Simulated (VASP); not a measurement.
# Ta2Sn (Fd-3m) in VASP: a series of runs

Runs on Ta2Sn. Level: PBE. Tasks: single point, relaxation of cell and atoms.

All numbers are computed with VASP 6.6.1; they aren't measurements. Logs are shortened: lines on timing, memory, paths and dates and some standing lists are left out, and cuts for length are marked.

### 1 The cell of the first run

It takes space group Fd-3m (No. 227, cubic). Conventional cell: a = 7.916 Å, b = 7.916 Å, c = 7.916 Å, α = 90.00°, β = 90.00°, γ = 90.00°. Ta (site symmetry -3m) has 6 Ta at 2.80 Å and 6 Sn at 3.28 Å within 3.7 Å. Sn (site symmetry -43m) has 12 Ta at 3.28 Å and 4 Sn at 3.43 Å within 4.3 Å.

### 2 Single point, PBE

INCAR reads:

```
PREC = Accurate
ENCUT = 520
EDIFF = 1E-6
ISMEAR = 0
SIGMA = 0.1
LREAL = F
LASPH = T
NELM = 60
ALGO = Fast
ISIF = 2
LWAVE = F
LCHARG = F
GGA = PE
NBANDS = 45
```

KPOINTS reads:

```
Automatic mesh
0
Gamma
  4 4 4
```

POSCAR reads:

```
Ta2Sn
1.0
    0.0000000000      3.9579265802      3.9579265802
    3.9579265802      0.0000000000      3.9579265802
    3.9579265802      3.9579265802      0.0000000000
Ta Sn
4 2
Direct
    0.6250000000      0.6250000000      0.6250000000
    0.1250000000      0.6250000000      0.6250000000
    0.6250000000      0.6250000000      0.1250000000
    0.6250000000      0.1250000000      0.6250000000
    0.0000000000      0.0000000000      0.0000000000
    0.2500000000      0.2500000000      0.2500000000
```

Potentials or basis: VASP PAW PBE potentials, release 64 (Ta_pv, Sn_d).

Run with:

```bash
$ cat potpaw_PBE.64/Ta_pv/POTCAR potpaw_PBE.64/Sn_d/POTCAR > POTCAR
$ mpirun -np 1 vasp_std > vasp.out
```

OUTCAR:

```text
PREC = Accurate
   ENCUT = 520
   EDIFF = 1E-6
   ISMEAR = 0
   LREAL = F
   LASPH = T
   NELM = 60
   ISIF = 2
   GGA = PE

 ion  position               nearest neighbor table
   1  0.625  0.625  0.625-   2 2.80   3 2.80   4 2.80   3 2.80   4 2.80   2 2.80   6 3.28   5 3.28
                             6 3.28   5 3.28   6 3.28   5 3.28
   2  0.125  0.625  0.625-   1 2.80   3 2.80   4 2.80   1 2.80   3 2.80   4 2.80   5 3.28   6 3.28
                             5 3.28   5 3.28   6 3.28   6 3.28
   3  0.625  0.625  0.125-   1 2.80   1 2.80   2 2.80   4 2.80   4 2.80   2 2.80   6 3.28   5 3.28
                             6 3.28   5 3.28   6 3.28   5 3.28
   4  0.625  0.125  0.625-   1 2.80   3 2.80   1 2.80   2 2.80   3 2.80   2 2.80   5 3.28   6 3.28
                             5 3.28   6 3.28   6 3.28   5 3.28
   5  0.000  0.000  0.000-   3 3.28   4 3.28   2 3.28   3 3.28   1 3.28   2 3.28   4 3.28   2 3.28
                             3 3.28   4 3.28   1 3.28   1 3.28   6 3.43   6 3.43   6 3.43   6 3.43
   6  0.250  0.250  0.250-   2 3.28   3 3.28   4 3.28   1 3.28   2 3.28   4 3.28   2 3.28   3 3.28
                             3 3.28   4 3.28   1 3.28   1 3.28   5 3.43   5 3.43   5 3.43   5 3.43

  LATTYP: Found a face centered cubic cell.
 ALAT       =     7.9158531604

  Lattice vectors:

 A1 = (   0.0000000000,   3.9579265802,   3.9579265802)
 A2 = (   3.9579265802,   0.0000000000,   3.9579265802)
 A3 = (   3.9579265802,   3.9579265802,   0.0000000000)

Analysis of symmetry for initial positions (statically):
=====================================================================
 Subroutine PRICEL returns:
 Original cell was already a primitive cell.

 Routine SETGRP: Setting up the symmetry group for a
 face centered cubic supercell.

 Subroutine GETGRP returns: Found 48 space group operations
 (whereof 24 operations were pure point group operations)
 out of a pool of 48 trial point group operations.

The static configuration has the point symmetry T_d .
 The point group associated with its full space group is O_h .

Analysis of symmetry for dynamics (positions and initial velocities):
=====================================================================
 Subroutine PRICEL returns:
 Original cell was already a primitive cell.

 Routine SETGRP: Setting up the symmetry group for a
 face centered cubic supercell.

 Subroutine GETGRP returns: Found 48 space group operations
 (whereof 24 operations were pure point group operations)
 out of a pool of 48 trial point group operations.

The dynamic configuration has the point symmetry T_d .
 The point group associated with its full space group is O_h .

 Subroutine INISYM returns: Found 48 space group operations
 (whereof 24 operations are pure point group operations),
 and found     1 'primitive' translations

----------------------------------------------------------------------------------------

                                     Primitive cell

  volume of cell :     124.0033

  direct lattice vectors                    reciprocal lattice vectors
     0.000000000  3.957926580  3.957926580    -0.126328771  0.126328771  0.126328771
     3.957926580  0.000000000  3.957926580     0.126328771 -0.126328771  0.126328771
     3.957926580  3.957926580  0.000000000     0.126328771  0.126328771 -0.126328771

  length of vectors
     5.597353449  5.597353449  5.597353449     0.218807850  0.218807850  0.218807850

  position of ions in fractional coordinates (direct lattice)
     0.625000000  0.625000000  0.625000000
     0.125000000  0.625000000  0.625000000
     0.625000000  0.625000000  0.125000000
     0.625000000  0.125000000  0.625000000
     0.000000000  0.000000000  0.000000000
     0.250000000  0.250000000  0.250000000

  ion indices of the primitive-cell ions
   primitive index   ion index
                 1           1
                 2           2
                 3           3
                 4           4
                 5           5
                 6           6

----------------------------------------------------------------------------------------

 KPOINTS: Automatic mesh

Automatic generation of k-mesh.
 Grid dimensions read from file:
 generate k-points for:    4    4    4

 Generating k-lattice:

  Cartesian coordinates                     Fractional coordinates (reciprocal lattice)
    -0.031582193  0.031582193  0.031582193     0.250000000  0.000000000  0.000000000
     0.031582193 -0.031582193  0.031582193     0.000000000  0.250000000  0.000000000
     0.031582193  0.031582193 -0.031582193     0.000000000  0.000000000  0.250000000

  Length of vectors
     0.054701962  0.054701962  0.054701962

  Shift w.r.t. Gamma in fractional coordinates (k-lattice)
     0.000000000  0.000000000  0.000000000

 Subroutine IBZKPT returns following result:
 ===========================================

 Found      8 irreducible k-points:

 Following reciprocal coordinates:
            Coordinates               Weight
  0.000000  0.000000  0.000000      1.000000
  0.250000  0.000000  0.000000      8.000000
  0.500000  0.000000  0.000000      4.000000
  0.250000  0.250000  0.000000      6.000000
  0.500000  0.250000  0.000000     24.000000
 -0.250000  0.250000  0.000000     12.000000
  0.500000  0.500000  0.000000      3.000000
 -0.250000  0.500000  0.250000      6.000000
   k-points           NKPTS =      8   k-points in BZ     NKDIM =      8   number of bands    NBANDS=     45
   number of dos      NEDOS =    301   number of ions     NIONS =      6
   total plane-waves  NPLWV =  74088
   dimension x,y,z NGX =    42 NGY =   42 NGZ =   42
   dimension x,y,z NGXF=    84 NGYF=   84 NGZF=   84
   ions per type =               4   2
   NGX,Y,Z   is equivalent  to a cutoff of  12.47, 12.47, 12.47 a.u.
   NGXF,Y,Z  is equivalent  to a cutoff of  24.95, 24.95, 24.95 a.u.
 SYSTEM =  unknown system
   PREC   = accura    normal or accurate (medium, high low for compatibility)
   ISTART =      0    job   : 0-new  1-cont  2-samecut
   ICHARG =      2    charge: 1-file 2-atom 10-const
   ISPIN  =      1    spin polarized calculation?
   LNONCOLLINEAR =      F non collinear calculations
   LSORBIT =      F    spin-orbit coupling
   LASPH  =      T    aspherical Exc in radial PAW
   ENCUT  =  520.0 eV  38.22 Ry    6.18 a.u.  10.41 10.41 10.41*2*pi/ulx,y,z
   NELM   =     60;   NELMIN=  2; NELMDL= -5     # of ELM steps
   EDIFF  = 0.1E-05   stopping-criterion for ELM
   LREAL  =      F    real-space projection
[... 7 lines left out ...]
   TEBEG  =    0.0;   TEEND  =   0.0 temperature during run
   PSTRESS=    0.0 pullay stress
   NELECT =      72.0000    total number of electrons
   NUPDOWN=      -1.0000    fix difference up-down
   EMIN   =  10.00;   EMAX   =-10.00  energy-range for DOS
   EFERMI =   0.00;   METHOD = LEGACY
   ISMEAR =     0;   SIGMA  =   0.10  broadening in eV -4-tet -1-fermi 0-gaus
   EFERMI_NEDOS =   21; number of points for ismear=-14 and -15
   IALGO  =     68    algorithm
   IMIX   =      4    mixing-type and parameters
     AMIX     =   0.40;   BMIX     =  1.00
     AMIX_MAG =   1.60;   BMIX_MAG =  1.00
  volume/ion in A,a.u.               =      20.67       139.47
  Fermi-wavevector in a.u.,A,eV,Ry     =   1.365761  2.580913 25.378977  1.865302
  Thomas-Fermi vector in A             =   2.491961
   LORBIT       =      0    0 simple, 1 ext, 2 COOP (PROOUT), +10 PAW based schemes
   GGA     = PE    functional components
   LHFCALC =     F    Hartree Fock is set to
   AEXX    =    0.0000 exact exchange contribution
   IVDW    =     0    specifies the selected vdW correction
   LEPSILON=     F    determine dielectric tensor
   LRPA    =     F    only Hartree local field effects (RPA)
 non-spin polarized calculation
 RMM-DIIS sequential band-by-band and
 Gauss-broadening in eV      SIGMA  =   0.10
  energy-cutoff  :      520.00
  volume of cell :      124.00
 maximum number of plane-waves:      3383
 NGX is ok and might be reduce to    42
   NGX = 21   NGY = 21   NGZ = 21

 number of electron      72.0000013 magnetization

 Free energy of the ion-electron system (eV)
  ---------------------------------------------------
  ext. energy  EPLUGINS =         0.00000000
  ---------------------------------------------------
  free energy    TOTEN  =       -52.79373671 eV

  energy without entropy =      -52.74331024  energy(sigma->0) =      -52.76852348

 E-fermi :   7.1860     XC(G=0): -11.7900

 val. band max:        7.1761362424   @ k =   0.5000   0.2500   0.0000
 cond. band min:       7.2372698448   @ k =  -0.2500   0.2500   0.0000
 fundamental gap:      0.0611336024
 Fermi energy:         7.1860215689

 k-point     1 :       0.0000    0.0000    0.0000
  band No.  band energies     occupation
      1     -27.8747      2.00000
      2     -27.4762      2.00000
      3     -27.4762      2.00000
      4     -27.4762      2.00000
      5     -27.3397      2.00000
      6     -27.3397      2.00000
[... 37 lines left out ...]
     44      10.3549      0.00000
     45      10.6612      0.00000

 k-point     2 :       0.2500    0.0000    0.0000
  band No.  band energies     occupation
      1     -27.7586      2.00000
      2     -27.4308      2.00000
      3     -27.4308      2.00000
      4     -27.4223      2.00000
      5     -27.2951      2.00000
      6     -27.2951      2.00000
[... 37 lines left out ...]
     44      10.2843      0.00000
     45      10.3642      0.00000

 k-point     3 :       0.5000    0.0000    0.0000
  band No.  band energies     occupation
      1     -27.6618      2.00000
      2     -27.4064      2.00000
      3     -27.4064      2.00000
      4     -27.2136      2.00000
      5     -27.1379      2.00000
      6     -27.1379      2.00000
[... 229 lines left out ...]
     44      10.4179      0.00000
     45      11.0131      0.00000

 k-point     8 :      -0.2500    0.5000    0.2500
  band No.  band energies     occupation
      1     -27.3973      2.00000
      2     -27.3973      2.00000
      3     -27.3418      2.00000
      4     -27.3418      2.00000
      5     -27.1184      2.00000
      6     -27.1184      2.00000
[... 37 lines left out ...]
     44       9.5027      0.00000
     45      11.0170      0.00000

------------------------ aborting loop because EDIFF is reached ----------------------------------------

  FORCE on cell =-STRESS in cart. coord.  units (eV):
  Direction    XX          YY          ZZ          XY          YZ          ZX
  --------------------------------------------------------------------------------------
  -------------------------------------------------------------------------------------
  Total        0.0085769      0.0085769      0.0085769      0.0000000      0.0000000      0.0000000
  in kB        0.1108169      0.1108169      0.1108169      0.0000000      0.0000000      0.0000000
  external PRESSURE =       0.1108169 kB  Pullay stress =       0.0000000 kB

 VOLUME and BASIS-vectors are now :
 -----------------------------------------------------------------------------
  energy-cutoff  :      520.00
  volume of cell :      124.00
      direct lattice vectors                 reciprocal lattice vectors
     0.000000000  3.957926580  3.957926580    -0.126328771  0.126328771  0.126328771
     3.957926580  0.000000000  3.957926580     0.126328771 -0.126328771  0.126328771
     3.957926580  3.957926580  0.000000000     0.126328771  0.126328771 -0.126328771

 POSITION                                       TOTAL-FORCE (eV/Angst)
 -----------------------------------------------------------------------------------
      4.94741      4.94741      4.94741         0.000000      0.000000      0.000000
      4.94741      2.96844      2.96844         0.000000      0.000000      0.000000
      2.96844      2.96844      4.94741         0.000000      0.000000      0.000000
      2.96844      4.94741      2.96844         0.000000      0.000000      0.000000
      0.00000      0.00000      0.00000        -0.000000     -0.000000     -0.000000
      1.97896      1.97896      1.97896         0.000000      0.000000      0.000000
 -----------------------------------------------------------------------------------
    total drift:                                0.000000      0.000000      0.000000

  FREE ENERGIE OF THE ION-ELECTRON SYSTEM (eV)
  ---------------------------------------------------
  free  energy   TOTEN  =       -52.7937367142 eV

  energy  without entropy=      -52.7433102377  energy(sigma->0) =      -52.76852348
```

It took 3 min on 1 thread of Intel Xeon 8259CL, shared host; peak memory 0.27 GiB.

What came out:

| Property | Result |
| --- | --- |
| Free energy | -52.7937 eV |
| Pressure | 0.0 GPa |
| Band gap on the k mesh | zero (bands 36 and 37 overlap by 0.06 eV) |

Caveat: spin-orbit coupling is left out, which moves the levels of the heavy elements.

### 3 Relaxation of cell and atoms, PBE

This run uses another cell than the first one, of 19.86 Å³/atom.

INCAR reads:

```
ALGO = Normal
EDIFF = 1E-7
EDIFFG = -0.04
ENCUT = 600
GGA = PE
IBRION = 2
ISIF = 3
ISMEAR = 0
LASPH = T
LCHARG = F
LREAL = F
LWAVE = F
NELM = 80
NSW = 90
PREC = Accurate
SIGMA = 0.1
```

KPOINTS reads:

```
k-points
0
Gamma
  4 4 4
```

Changes to POSCAR since step 2:

```diff
@@ -2,5 +2,5 @@
 1.0
-    0.0000000000      3.9579265802      3.9579265802
-    3.9579265802      0.0000000000      3.9579265802
-    3.9579265802      3.9579265802      0.0000000000
+    0.0000000000      3.9059671022      3.9059671022
+    3.9059671022      0.0000000000      3.9059671022
+    3.9059671022      3.9059671022      0.0000000000
 Ta Sn
```

Potentials or basis: VASP PAW PBE potentials, release 64 (Ta_pv, Sn_d).

Run with:

```bash
$ cat potpaw_PBE.64/Ta_pv/POTCAR potpaw_PBE.64/Sn_d/POTCAR > POTCAR
$ mpirun -np 1 vasp_std > vasp.out
```

Run time: 5.8 min. Hardware: 1 thread of Intel Xeon 8259CL, shared host; peak memory 0.35 GiB.

It converged, with:

- Free energy: -52.7940 eV
- Relaxed volume: 20.69 Å³/atom
- Relaxed cell: a = 5.599 Å, b = 5.599 Å, c = 5.599 Å, α = 60.00°, β = 60.00°, γ = 60.00°
- Space group after relaxing (to 0.1 Å): Fd-3m (No. 227)
- Energy gained by relaxing: 14.7 meV/atom
- Ionic steps: 3
- Pressure after relaxing: -0.1 GPa
- Band gap on the k mesh: zero (bands 36 and 37 overlap by 0.06 eV)

Step by step:
| step | energy change (eV) | largest force (eV/Å) | pressure (GPa) | volume (Å³) |
| --- | --- | --- | --- | --- |
| 1 | 0.0000 | 0.0000 | 6.02 | 119.18 |
| 2 | 0.1353 | 0.0000 | -7.96 | 132.52 |
| 3 | -0.0881 | 0.0000 | -0.10 | 124.13 |

Final structure:
```cif
data_structure
_symmetry_space_group_name_H-M 'P 1'
_symmetry_Int_Tables_number 1
_cell_length_a 5.5993
_cell_length_b 5.5993
_cell_length_c 5.5993
_cell_angle_alpha 60.000
_cell_angle_beta 60.000
_cell_angle_gamma 60.000
_cell_volume 124.13
loop_
_atom_site_label
_atom_site_type_symbol
_atom_site_fract_x
_atom_site_fract_y
_atom_site_fract_z
_atom_site_occupancy
Ta1 Ta 0.62500 0.62500 0.62500 1
Ta2 Ta 0.12500 0.62500 0.62500 1
Ta3 Ta 0.62500 0.62500 0.12500 1
Ta4 Ta 0.62500 0.12500 0.62500 1
Sn1 Sn 0.00000 0.00000 0.00000 1
Sn2 Sn 0.25000 0.25000 0.25000 1
```

Levels at points of the mesh, in eV from the Fermi level:
```csv
k point,band 34,band 35,band 36,band 37,band 38,band 39
"(0.00, 0.00, 0.00)",-0.88,-0.88,-0.88,1.67,2.93,2.93
"(0.50, 0.00, 0.00)",-0.87,-0.16,-0.16,0.08,0.08,0.79
"(0.50, 0.50, 0.00)",-0.94,-0.03,-0.03,0.23,0.23,0.51
```

Caveat: spin-orbit coupling is left out, which moves the levels of the heavy elements.
